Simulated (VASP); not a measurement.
Wanted: the native input for a VASP 6.6.1 run.

```
Task                   : single point
Functional             : r2SCAN
Potentials or basis    : VASP PAW PBE potentials, release 64 (Rh_pv)
Cutoff                 : 520 eV
k mesh                 : 8 × 8 × 8
Occupations            : gaussian, width 0.15 eV
Spin                   : no spin polarisation
Dipole correction      : no
Further INCAR settings : ALGO = Normal; EDIFF = 1e-06; NBANDS = 14
```

Crystal: Rh.

```
CELL_PARAMETERS angstrom
-0.20074 1.80666 1.80666
1.80666 -0.20074 1.80666
1.80666 1.80666 -0.20074
ATOMIC_POSITIONS crystal
Rh 0.00000 0.00000 0.00000
```

This cell differs from its parent crystal: ratio of the length along [111] to the lengths across it x 0.85, volume and fractional coordinates fixed.

The input as run:

POSCAR

```
Rh
1.0
   -0.2007403949      1.8066635540      1.8066635540
    1.8066635540     -0.2007403949      1.8066635540
    1.8066635540      1.8066635540     -0.2007403949
Rh
1
Direct
    0.0000000000      0.0000000000      0.0000000000
```

INCAR.step1

```
SYSTEM = Rh
  PREC = Accurate
  ENCUT = 520
  ISMEAR = 0
  SIGMA = 0.15
  LREAL = .False.
  LASPH = .True.
  NELM = 80
  NBANDS = 14
  GGA = PE
  ALGO = Normal
  EDIFF = 1E-4
  LWAVE = .True.
  LCHARG = .False.
```

INCAR.step2

```
SYSTEM = Rh
  PREC = Accurate
  ENCUT = 520
  EDIFF = 1E-6
  ISMEAR = 0
  SIGMA = 0.15
  LREAL = .False.
  LASPH = .True.
  NELM = 80
  ALGO = Normal
  ISIF = 2
  LWAVE = .False.
  LCHARG = .True.
  METAGGA = R2SCAN
  LMIXTAU = .True.
  LELF = .True.
  LVHAR = .True.
  NBANDS = 14
  ISTART = 1
```

KPOINTS

```
Automatic mesh
0
Gamma
  8 8 8
  0 0 0
```

Potentials or basis: VASP PAW PBE potentials, release 64 (Rh_pv).

Launch:

```bash
$ cat potpaw_PBE.64/Rh_pv/POTCAR > POTCAR
$ cp INCAR.step1 INCAR
$ mpirun -np 1 vasp_std > vasp.out
$ cp INCAR.step2 INCAR
$ mpirun -np 1 vasp_std > vasp.out
```

Results of the run:

* Pressure: 10.2 GPa

Caveat: the PAW data sets were made with another functional, which shifts forces and pressure a little.

Run time: 64 s on 1 thread of Intel Xeon 8259CL (shared host), peak memory 0.13 GiB.
